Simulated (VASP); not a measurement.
Wanted: the native input for a VASP 6.6.1 run.

* Task: single point
* Functional: r2SCAN
* Potentials or basis: VASP PAW PBE potentials, release 64 (B_h, N_h)
* Cutoff: 910 eV
* k mesh: 12 × 12 × 6
* Occupations: gaussian, width 0.05 eV
* Spin: no spin polarisation
* Dipole correction: no
* Further INCAR settings: ALGO = Normal; EDIFF = 1e-06; NBANDS = 16

BN:

```
B N
1.0
     2.57948    0.00000    0.00000
    -1.28974    2.23389    0.00000
     0.00000    0.00000    4.22685
B N
2 2
Direct
  0.66667 0.33333 0.99972
  0.33333 0.66667 0.49972
  0.66667 0.33333 0.62528
  0.33333 0.66667 0.12528
```

This cell differs from its parent crystal: strain +0.0100 x Voigt [1, 1, 0, 0, 0, 0].

One way to write it, as run:

POSCAR

```
BN
1.0
    2.5794789977      0.0000000000      0.0000000000
   -1.2897394989      2.2338943405      0.0000000000
    0.0000000000      0.0000000000      4.2268550000
B N
2 2
Direct
    0.6666666667      0.3333333333      0.9997240000
    0.3333333333      0.6666666667      0.4997240000
    0.6666666667      0.3333333333      0.6252760000
    0.3333333333      0.6666666667      0.1252760000
```

INCAR.step1

```
SYSTEM = BN
ALGO = Normal ; EDIFF = 1E-5
ENCUT = 910 ; GGA = PE
GGA_COMPAT = .FALSE. ; ISMEAR = 0
LASPH = .TRUE. ; LCHARG = .FALSE.
LREAL = .FALSE. ; LWAVE = .TRUE.
NBANDS = 16 ; NELM = 120
PREC = Accurate ; SIGMA = 0.05
```

INCAR.step2

```
SYSTEM = BN
ALGO = Normal ; EDIFF = 1E-6
ENCUT = 910 ; GGA_COMPAT = .FALSE.
ISIF = 2 ; ISMEAR = 0
ISTART = 1 ; LASPH = .TRUE.
LCHARG = .FALSE. ; LMIXTAU = .TRUE.
LREAL = .FALSE. ; LWAVE = .FALSE.
METAGGA = R2SCAN ; NBANDS = 16
NELM = 120 ; PREC = Accurate
SIGMA = 0.05
```

KPOINTS

```
k-points
0
G
  12 12 6
  0 0 0
```

Potentials or basis: VASP PAW PBE potentials, release 64 (B_h, N_h).

Launch:

```bash
$ cat potpaw_PBE.64/B_h/POTCAR potpaw_PBE.64/N_h/POTCAR > POTCAR
$ cp INCAR.step1 INCAR
$ mpirun -np 1 vasp_std > vasp.out
$ cp INCAR.step2 INCAR
$ mpirun -np 1 vasp_std > vasp.out
```

It gave:

| Item | Value |
| --- | --- |
| Pressure | -12.4 GPa |
| Largest force | 0.027 eV/Å |
| Band gap on the k mesh | 5.80 eV (least direct gap 8.76 eV) |

Caveat: the cell differs from its parent crystal (strain +0.0100 x Voigt [1, 1, 0, 0, 0, 0]); the cutoff is under 1.25 times the usual one of these potentials, so pressure, stress and relaxed cells hold a basis-set (Pulay) error; the cell stands under tension; the PAW data sets were made with another functional, which shifts forces and pressure a little.

It took 2.4 min on 1 thread of Intel(R) Xeon(R) Platinum 8488C (Sapphire Rapids) (shared host), peak memory 0.2 GiB.
